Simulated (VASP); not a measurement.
# Be2Se (Cm) in VASP: further runs

Runs on Be2Se. Level: PBE. Tasks: single point, relaxation of cell and atoms.

Program: VASP 6.6.1. These are calculated values, not measurements. Logs are shortened: lines on timing, memory, paths and dates and some standing lists are left out, and cuts for length are marked.

## 1. The cell of the first run

It takes space group Cm (No. 8, monoclinic). The conventional cell has a = 5.820 Å, b = 3.449 Å, c = 8.870 Å, α = 90.00°, β = 95.28°, γ = 90.00°. Be (site symmetry m) has 2 Se at 2.22 to 2.24 Å and 3 Be at 2.32 to 2.34 Å within 2.9 Å. Be (site symmetry m) has 2 Se at 2.21 to 2.24 Å and 3 Be at 2.31 to 2.34 Å within 2.9 Å. Be (site symmetry m) has 3 Se at 2.19 to 2.20 Å and 3 Be at 2.32 to 2.34 Å within 2.9 Å. Within 2.9 Å of Be (site symmetry m) lie 3 Se at 2.20 Å and 3 Be at 2.31 to 2.34 Å. Se (site symmetry m) has 5 Be at 2.20 to 2.24 Å within 2.9 Å. Within 2.9 Å of Se (site symmetry m) lie 5 Be at 2.19 to 2.24 Å.

## 2. Single point, PBE

Contents of INCAR:

```
SYSTEM = Be2Se
PREC = Accurate ; ENCUT = 520
EDIFF = 1E-6 ; ISMEAR = 0
SIGMA = 0.1 ; LREAL = .False.
LASPH = .True. ; NELM = 100
ALGO = Normal ; ISIF = 2
LWAVE = .False. ; LCHARG = .False.
GGA = PE ; NBANDS = 19
```

Contents of KPOINTS:

```
regular mesh
0
Gamma
  6 6 2
  0 0 0
```

Contents of POSCAR:

```
Be2Se
1.0
    2.9102089965     -1.7247452175      0.0000000000
    2.9102089965      1.7247452175      0.0000000000
   -0.8159839634      0.0000000000      8.8322907950
Be Se
4 2
Direct
    0.8373714415      0.8373714415      0.1587914856
    0.8508209617      0.8508209617      0.6603939695
    0.5228319276      0.5228319276      0.3016835229
    0.5382015220      0.5382015220      0.8022350103
    0.8913693009      0.8913693009      0.9140248645
    0.8748567202      0.8748567202      0.4128711471
```

Potentials or basis: VASP PAW PBE potentials, release 64 (Be, Se).

Started as:

```
$ cat potpaw_PBE.64/Be/POTCAR potpaw_PBE.64/Se/POTCAR > POTCAR
$ mpirun -np 1 vasp_std > vasp.out
```

OUTCAR:

```text
SYSTEM = Be2Se
   PREC = Accurate
   ENCUT = 520
   EDIFF = 1E-6
   ISMEAR = 0
   LREAL = .False.
   LASPH = .True.
   NELM = 100
   ISIF = 2
   GGA = PE

 ion  position               nearest neighbor table
   1  0.837  0.837  0.159-   5 2.22   6 2.24   3 2.32   3 2.34   3 2.34
   2  0.851  0.851  0.660-   6 2.21   5 2.24   4 2.31   4 2.34   4 2.34
   3  0.523  0.523  0.302-   6 2.19   6 2.20   6 2.20   1 2.32   1 2.34   1 2.34
   4  0.538  0.538  0.802-   5 2.20   5 2.20   5 2.20   2 2.31   2 2.34   2 2.34
   5  0.891  0.891  0.914-   4 2.20   4 2.20   4 2.20   1 2.22   2 2.24
   6  0.875  0.875  0.413-   3 2.19   3 2.20   3 2.20   2 2.21   1 2.24

  LATTYP: Found a base centered monoclinic cell.
 ALAT       =     5.8204179930
 B/A-ratio  =     0.5926533866
 C/A-ratio  =     1.5239289767
 COS(beta)  =    -0.0919946819

  Lattice vectors:

 A1 = (   2.9102089965,  -1.7247452175,   0.0000000000)
 A2 = (   2.9102089965,   1.7247452175,   0.0000000000)
 A3 = (  -0.8159839634,   0.0000000000,   8.8322907950)

Analysis of symmetry for initial positions (statically):
=====================================================================
 Subroutine PRICEL returns:
 Original cell was already a primitive cell.

 Routine SETGRP: Setting up the symmetry group for a
 base centered monoclinic supercell.

 Subroutine GETGRP returns: Found  2 space group operations
 (whereof  2 operations were pure point group operations)
 out of a pool of  4 trial point group operations.

The static configuration has the point symmetry C_1h.

Analysis of symmetry for dynamics (positions and initial velocities):
=====================================================================
 Subroutine PRICEL returns:
 Original cell was already a primitive cell.

 Routine SETGRP: Setting up the symmetry group for a
 base centered monoclinic supercell.

 Subroutine GETGRP returns: Found  2 space group operations
 (whereof  2 operations were pure point group operations)
 out of a pool of  4 trial point group operations.

The dynamic configuration has the point symmetry C_1h.

 Subroutine INISYM returns: Found  2 space group operations
 (whereof  2 operations are pure point group operations),
 and found     1 'primitive' translations

----------------------------------------------------------------------------------------

                                     Primitive cell

  volume of cell :      88.6651

  direct lattice vectors                    reciprocal lattice vectors
     2.910208997 -1.724745217  0.000000000     0.171808967 -0.289897890  0.015872820
     2.910208997  1.724745217  0.000000000     0.171808967  0.289897890  0.015872820
    -0.815983963  0.000000000  8.832290795     0.000000000  0.000000000  0.113220910

  length of vectors
     3.382907399  3.382907399  8.869903636     0.337358940  0.337358940  0.113220910

  position of ions in fractional coordinates (direct lattice)
     0.837371441  0.837371441  0.158791486
     0.850820962  0.850820962  0.660393969
     0.522831928  0.522831928  0.301683523
     0.538201522  0.538201522  0.802235010
     0.891369301  0.891369301  0.914024864
     0.874856720  0.874856720  0.412871147

  ion indices of the primitive-cell ions
   primitive index   ion index
                 1           1
                 2           2
                 3           3
                 4           4
                 5           5
                 6           6

----------------------------------------------------------------------------------------

 KPOINTS: regular mesh

Automatic generation of k-mesh.
 Grid dimensions read from file:
 generate k-points for:    6    6    2

 Generating k-lattice:

  Cartesian coordinates                     Fractional coordinates (reciprocal lattice)
     0.028634828 -0.048316315  0.002645470     0.166666667  0.000000000  0.000000000
     0.028634828  0.048316315  0.002645470     0.000000000  0.166666667  0.000000000
     0.000000000  0.000000000  0.056610455     0.000000000  0.000000000  0.500000000

  Length of vectors
     0.056226490  0.056226490  0.056610455

  Shift w.r.t. Gamma in fractional coordinates (k-lattice)
     0.000000000  0.000000000  0.000000000

 Subroutine IBZKPT returns following result:
 ===========================================

 Found     26 irreducible k-points:

 Following reciprocal coordinates:
            Coordinates               Weight
  0.000000  0.000000  0.000000      1.000000
  0.166667  0.000000  0.000000      4.000000
  0.333333  0.000000  0.000000      4.000000
  0.500000  0.000000  0.000000      2.000000
  0.166667  0.166667  0.000000      2.000000
  0.333333  0.166667  0.000000      4.000000
[... 16 lines left out ...]
  0.333333  0.333333  0.500000      2.000000
  0.500000  0.333333  0.500000      4.000000
 [... further k-points ...]
   k-points           NKPTS =     26   k-points in BZ     NKDIM =     26   number of bands    NBANDS=     19
   number of dos      NEDOS =    301   number of ions     NIONS =      6
   total plane-waves  NPLWV =  54880
   dimension x,y,z NGX =    28 NGY =   28 NGZ =   70
   dimension x,y,z NGXF=    56 NGYF=   56 NGZF=  140
   ions per type =               4   2
   NGX,Y,Z   is equivalent  to a cutoff of  13.76, 13.76, 13.12 a.u.
   NGXF,Y,Z  is equivalent  to a cutoff of  27.52, 27.52, 26.24 a.u.
 SYSTEM =  Be2Se
   PREC   = accura    normal or accurate (medium, high low for compatibility)
   ISTART =      0    job   : 0-new  1-cont  2-samecut
   ICHARG =      2    charge: 1-file 2-atom 10-const
   ISPIN  =      1    spin polarized calculation?
   LNONCOLLINEAR =      F non collinear calculations
   LSORBIT =      F    spin-orbit coupling
   LASPH  =      T    aspherical Exc in radial PAW
   ENCUT  =  520.0 eV  38.22 Ry    6.18 a.u.   6.29  6.29 16.49*2*pi/ulx,y,z
   NELM   =    100;   NELMIN=  2; NELMDL= -5     # of ELM steps
   EDIFF  = 0.1E-05   stopping-criterion for ELM
   LREAL  =      F    real-space projection
[... 7 lines left out ...]
   TEBEG  =    0.0;   TEEND  =   0.0 temperature during run
   PSTRESS=    0.0 pullay stress
   NELECT =      20.0000    total number of electrons
   NUPDOWN=      -1.0000    fix difference up-down
   EMIN   =  10.00;   EMAX   =-10.00  energy-range for DOS
   EFERMI =   0.00;   METHOD = LEGACY
   ISMEAR =     0;   SIGMA  =   0.10  broadening in eV -4-tet -1-fermi 0-gaus
   EFERMI_NEDOS =   21; number of points for ismear=-14 and -15
   IALGO  =     38    algorithm
   IMIX   =      4    mixing-type and parameters
     AMIX     =   0.40;   BMIX     =  1.00
     AMIX_MAG =   1.60;   BMIX_MAG =  1.00
  volume/ion in A,a.u.               =      14.78        99.72
  Fermi-wavevector in a.u.,A,eV,Ry     =   0.996554  1.883213 13.512206  0.993119
  Thomas-Fermi vector in A             =   2.128650
   LORBIT       =      0    0 simple, 1 ext, 2 COOP (PROOUT), +10 PAW based schemes
   GGA     = PE    functional components
   LHFCALC =     F    Hartree Fock is set to
   AEXX    =    0.0000 exact exchange contribution
   IVDW    =     0    specifies the selected vdW correction
   LEPSILON=     F    determine dielectric tensor
   LRPA    =     F    only Hartree local field effects (RPA)
 non-spin polarized calculation
 Gauss-broadening in eV      SIGMA  =   0.10
  energy-cutoff  :      520.00
  volume of cell :       88.67
 maximum number of plane-waves:      2400
 NGX is ok and might be reduce to    28
   NGX = 13   NGY = 13   NGZ = 33

 number of electron      19.9999999 magnetization

 Free energy of the ion-electron system (eV)
  ---------------------------------------------------
  ext. energy  EPLUGINS =         0.00000000
  ---------------------------------------------------
  free energy    TOTEN  =       -21.12925599 eV

  energy without entropy =      -21.12681539  energy(sigma->0) =      -21.12803569

 E-fermi :   5.0173     XC(G=0):  -9.5829

 val. band max:        4.9884590672   @ k =  -0.3333   0.3333   0.5000
 cond. band min:       5.2302792591   @ k =   0.1667   0.0000   0.0000
 fundamental gap:      0.2418201918
 Fermi energy:         5.0172917563

 k-point     1 :       0.0000    0.0000    0.0000
  band No.  band energies     occupation
      1     -10.8510      2.00000
      2     -10.7268      2.00000
      3      -3.4759      2.00000
      4      -1.6830      2.00000
      5       1.0373      2.00000
      6       2.9435      2.00000
[... 11 lines left out ...]
     18      10.7146      0.00000
     19      10.8510      0.00000

 k-point     2 :       0.1667    0.0000    0.0000
  band No.  band energies     occupation
      1     -10.5767      2.00000
      2     -10.4622      2.00000
      3      -3.1420      2.00000
      4      -1.4646      2.00000
      5       0.8148      2.00000
      6       1.4428      2.00000
[... 11 lines left out ...]
     18      10.8139      0.00000
     19      11.6751      0.00000

 k-point     3 :       0.3333    0.0000    0.0000
  band No.  band energies     occupation
      1      -9.9090      2.00000
      2      -9.8252      2.00000
      3      -2.2640      2.00000
      4      -1.5462      2.00000
      5      -1.0304      2.00000
      6      -0.9098      2.00000
[... 11 lines left out ...]
     18      10.0449      0.00000
     19      12.2371      0.00000

 k-point     4 :       0.5000    0.0000    0.0000
  band No.  band energies     occupation
      1      -9.4773      2.00000
      2      -9.4211      2.00000
      3      -2.6361      2.00000
      4      -2.2463      2.00000
      5      -1.3886      2.00000
      6      -0.6164      2.00000
[... 407 lines left out ...]
     18      10.9509      0.00000
     19      12.3918      0.00000

 k-point    23 :       0.3333    0.3333    0.5000
  band No.  band energies     occupation
      1      -9.8147      2.00000
      2      -9.7864      2.00000
      3      -1.8795      2.00000
      4      -1.5885      2.00000
      5      -1.1961      2.00000
      6      -1.0459      2.00000
[... 11 lines left out ...]
     18      11.7826      0.00000
     19      12.4292      0.00000

 k-point    24 :       0.5000    0.3333    0.5000
  band No.  band energies     occupation
      1      -9.3944      2.00000
      2      -9.3780      2.00000
      3      -1.9512      2.00000
      4      -1.9114      2.00000
      5      -1.1614      2.00000
      6      -0.9222      2.00000
[... 11 lines left out ...]
     18      11.6210      0.00000
     19      13.0793      0.00000

 [... further k-points ...]

------------------------ aborting loop because EDIFF is reached ----------------------------------------

  FORCE on cell =-STRESS in cart. coord.  units (eV):
  Direction    XX          YY          ZZ          XY          YZ          ZX
  --------------------------------------------------------------------------------------
  -------------------------------------------------------------------------------------
  Total        1.0258380     -0.0325319      3.4396808      0.0000000      0.0000000      1.4435554
  in kB       18.5368911     -0.5878519     62.1550239      0.0000000      0.0000000     26.0850430
  external PRESSURE =      26.7013544 kB  Pullay stress =       0.0000000 kB

 VOLUME and BASIS-vectors are now :
 -----------------------------------------------------------------------------
  energy-cutoff  :      520.00
  volume of cell :       88.67
      direct lattice vectors                 reciprocal lattice vectors
     2.910208997 -1.724745217  0.000000000     0.171808967 -0.289897890  0.015872820
     2.910208997  1.724745217  0.000000000     0.171808967  0.289897890  0.015872820
    -0.815983963  0.000000000  8.832290795     0.000000000  0.000000000  0.113220910

 POSITION                                       TOTAL-FORCE (eV/Angst)
 -----------------------------------------------------------------------------------
      4.74428      0.00000      1.40249         0.030339      0.000000      0.059618
      4.41326      0.00000      5.83279         0.003514      0.000000      0.038299
      2.79693      0.00000      2.66456        -0.030606      0.000000     -0.003820
      2.47795      0.00000      7.08557        -0.060935      0.000000      0.005044
      4.44231      0.00000      8.07293         0.022099      0.000000     -0.051631
      4.75514      0.00000      3.64660         0.035589      0.000000     -0.047510
 -----------------------------------------------------------------------------------
    total drift:                               -0.000160     -0.000000     -0.000253

  FREE ENERGIE OF THE ION-ELECTRON SYSTEM (eV)
  ---------------------------------------------------
  free  energy   TOTEN  =       -21.1292559936 eV

  energy  without entropy=      -21.1268153893  energy(sigma->0) =      -21.12803569
```

Wall time 33 s (1 thread of Intel Xeon 6975P-C (Granite Rapids), shared host); peak memory 0.23 GiB.

Results:

```yaml
Free_energy: -21.1293 eV
Pressure: 2.7 GPa
Largest_force: 0.067 eV/Å
Band_gap_on_the_k_mesh: zero (bands 10 and 11 overlap by 1.29 eV)
```

Forces on the atoms (eV/Å):
```
Be   0.030  0.000  0.060
Be   0.004  0.000  0.038
Be  -0.031  0.000 -0.004
Be  -0.061  0.000  0.005
Se   0.022  0.000 -0.052
Se   0.036  0.000 -0.048
```

Stress tensor (GPa, compression positive):
```
 1.85  0.00  2.61
 0.00 -0.06  0.00
 2.61  0.00  6.22
```

Caveat: the stress differs along the axes, from -0 to 6 GPa.

## 3. Relaxation of cell and atoms, PBE

Contents of INCAR:

```
SYSTEM = Be2Se
ALGO     = Normal         ! electronic algorithm
EDIFF    = 1E-7           ! SCF threshold, eV
EDIFFG   = -0.04          ! ionic threshold
ENCUT    = 600            ! plane-wave cutoff, eV
GGA      = PE             ! functional
IBRION   = 2              ! ionic algorithm
ISIF     = 3              ! what is computed and relaxed
ISMEAR   = 0              ! smearing method
LASPH    = .TRUE.         ! aspherical terms in the spheres
LCHARG   = .FALSE.        ! write CHGCAR
LREAL    = .FALSE.        ! projectors in reciprocal space
LWAVE    = .FALSE.        ! write WAVECAR
NELM     = 100            ! most SCF steps
NSW      = 90             ! ionic steps
PREC     = Accurate       ! precision mode
SIGMA    = 0.1            ! smearing width, eV
```

Contents of KPOINTS:

```
k-points
0
G
  6 6 2
  0 0 0
```

POSCAR is that of step 2.

Potentials or basis: VASP PAW PBE potentials, release 64 (Be, Se).

Started as:

```
$ cat potpaw_PBE.64/Be/POTCAR potpaw_PBE.64/Se/POTCAR > POTCAR
$ mpirun -np 1 vasp_std > vasp.out
```

It took 4 min on 1 thread of Intel Xeon 6975P-C (Granite Rapids), shared host; peak memory 0.26 GiB.

The run converged. Its results:

- Free energy: -21.2740 eV
- Relaxed volume: 15.39 Å³/atom
- Relaxed cell: a = 3.416 Å, b = 3.416 Å, c = 9.138 Å, α = 89.97°, β = 89.97°, γ = 59.99°
- Space group after relaxing (to 0.1 Å): Cm (No. 8)
- Energy gained by relaxing: 24.1 meV/atom
- Ionic steps: 14
- Pressure after relaxing: 0.0 GPa
- Largest force after relaxing: 0.027 eV/Å
- Band gap on the k mesh: zero (bands 10 and 11 overlap by 1.03 eV)

Forces on the atoms (eV/Å):
```
Be   0.007  0.000 -0.005
Be  -0.015  0.000 -0.007
Be   0.027  0.000  0.005
Be   0.000  0.000  0.002
Se  -0.021  0.000  0.002
Se   0.002  0.000  0.003
```

Stress tensor (GPa, compression positive):
```
-0.10  0.00 -0.05
 0.00 -0.02  0.00
-0.05  0.00  0.15
```

Step by step:
| step | energy change (eV) | largest force (eV/Å) | pressure (GPa) | volume (Å³) |
| --- | --- | --- | --- | --- |
| 1 | 0.0000 | 0.0667 | 2.68 | 88.67 |
| 2 | -0.0734 | 0.3216 | -0.27 | 91.84 |
| 3 | -0.0741 | 0.3544 | -0.58 | 92.24 |
| 4 | -0.0962 | 0.2766 | -0.24 | 92.15 |
| 5 | -0.1071 | 0.3146 | 0.26 | 92.02 |
| 6 | -0.1203 | 0.1697 | -0.04 | 92.40 |
| 7 | -0.1231 | 0.2003 | -0.23 | 92.68 |
| 8 | -0.1320 | 0.1499 | -0.15 | 92.54 |
| 9 | -0.1347 | 0.1491 | -0.07 | 92.41 |
| 10 | -0.1412 | 0.0796 | 0.20 | 92.15 |
| 11 | -0.1419 | 0.0903 | 0.32 | 92.03 |
| 12 | -0.1440 | 0.0420 | -0.26 | 92.67 |
| 13 | -0.1440 | 0.0417 | -0.18 | 92.58 |
| 14 | -0.1446 | 0.0272 | 0.01 | 92.33 |

Final structure:
```cif
data_structure
_symmetry_space_group_name_H-M 'P 1'
_symmetry_Int_Tables_number 1
_cell_length_a 3.4159
_cell_length_b 3.4159
_cell_length_c 9.1384
_cell_angle_alpha 89.974
_cell_angle_beta 89.974
_cell_angle_gamma 59.985
_cell_volume 92.33
loop_
_atom_site_label
_atom_site_type_symbol
_atom_site_fract_x
_atom_site_fract_y
_atom_site_fract_z
_atom_site_occupancy
Be1 Be 0.86064 0.86064 0.16021 1
Be2 Be 0.86747 0.86747 0.66022 1
Be3 Be 0.52589 0.52589 0.30369 1
Be4 Be 0.53431 0.53431 0.80373 1
Se1 Se 0.86789 0.86789 0.91108 1
Se2 Se 0.85925 0.85925 0.41106 1
```

Levels at points of the mesh, in eV from the Fermi level:
| k point | band 6 | band 7 | band 8 | band 9 | band 10 | band 11 | band 12 | band 13 | band 14 |
| --- | --- | --- | --- | --- | --- | --- | --- | --- | --- |
| (0.00, 0.00, 0.00) | -1.78 | -1.78 | -1.53 | -1.52 | 0.69 | 2.72 | 3.84 | 3.90 | 3.91 |
| (0.50, 0.00, 0.00) | -5.41 | -3.50 | -3.21 | -2.77 | -1.12 | -0.13 | 2.43 | 3.02 | 3.15 |
| (0.50, 0.50, 0.00) | -5.41 | -3.50 | -3.21 | -2.77 | -1.11 | -0.13 | 2.43 | 3.02 | 3.15 |
| (0.00, 0.00, 0.50) | -2.01 | -1.66 | -1.66 | -1.66 | -1.66 | 3.73 | 3.73 | 4.27 | 4.31 |
| (0.50, 0.00, 0.50) | -5.84 | -3.37 | -3.37 | -1.99 | -1.97 | 0.94 | 0.97 | 3.05 | 3.05 |
| (0.50, 0.50, 0.50) | -5.83 | -3.37 | -3.37 | -2.00 | -1.96 | 0.92 | 0.98 | 3.05 | 3.07 |

The gap in the log of VASP goes by the Fermi energy; the results here count the filled bands.